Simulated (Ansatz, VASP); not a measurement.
## One calculation of ZnSe, two programs

Contents of INCAR:

```
SYSTEM = ZnSe
PREC = Accurate
ENCUT = 520
EDIFF = 1E-7
ISMEAR = 0
SIGMA = 0.05
LREAL = .False.
LASPH = .True.
NELM = 100
ALGO = Normal
ISIF = 2
LWAVE = .False.
LCHARG = .False.
GGA = CA
NBANDS = 16
```

The input KPOINTS:

```
Automatic mesh
0
Gamma
  10 10 10
  0 0 0
```

POSCAR

```
ZnSe
1.0
    0.0000000000      2.8922488541      2.5617793216
    2.5617793216      0.0000000000      2.5617793216
    2.5617793216      2.8922488541      0.0000000000
Zn Se
1 1
Direct
    0.0000000000      0.0000000000      0.0000000000
    0.7500000000      0.7500000000      0.7500000000
```

Input for Ansatz:

```yaml
crystal:
  lattice:
    - [0.0, 2.8922488541, 2.5617793216]
    - [2.5617793216, 0.0, 2.5617793216]
    - [2.5617793216, 2.8922488541, 0.0]
  atoms:
    - { symbol: Zn, position: [0.0, 0.0, 0.0] }
    - { symbol: Se, position: [0.75, 0.75, 0.75] }
basis:
  ecutwfc: 520.0
kpoints:
  mp_grid: { grid: [10, 10, 10] }
hamiltonian:
  xc: lda
  pseudopotentials: { kind: paw, azcp: { folder: soft_1 } }
scf:
  occupations: { method: gaussian, width: 0.05 }
output:
  forces: true
  stress: true
  eigenvalues: true
```

Alike in both runs: task single point; functional LDA; k mesh 10 × 10 × 10; occupations gaussian, width 0.05 eV; no spin polarisation.

|  | VASP | Ansatz |
| --- | --- | --- |
| version | VASP 6.6.1 | Ansatz 0.2.0 |
| potentials or method | VASP PAW LDA potentials, release 64 (Zn, Se), cutoff 520 eV | scalar-relativistic, plane waves, PAW |
| valence electrons in the cell | 18 | 28 |

VASP gave:

* gap on the k mesh at the Fermi level (eV): 1.58
* least direct gap on the mesh (eV): 1.58
* pressure (GPa): 12.4
* traceless stress, the component that is largest in VASP (GPa): -3.54

**Question.** Estimate Ansatz's values.

**Answer.** gap on the k mesh at the Fermi level (eV): 1.53; least direct gap on the mesh (eV): 1.53; pressure (GPa): 11.7; traceless stress, the component that is largest in VASP (GPa): -3.58.

Ansatz warns that its potentials were made for another functional, while VASP's fit it. LDA's correlation is that of Perdew and Zunger in VASP and of Perdew and Wang (1992) in Ansatz. VASP's potentials hold 18 valence electrons a cell and Ansatz's 28, so a difference there can come from the potentials and not from the codes.
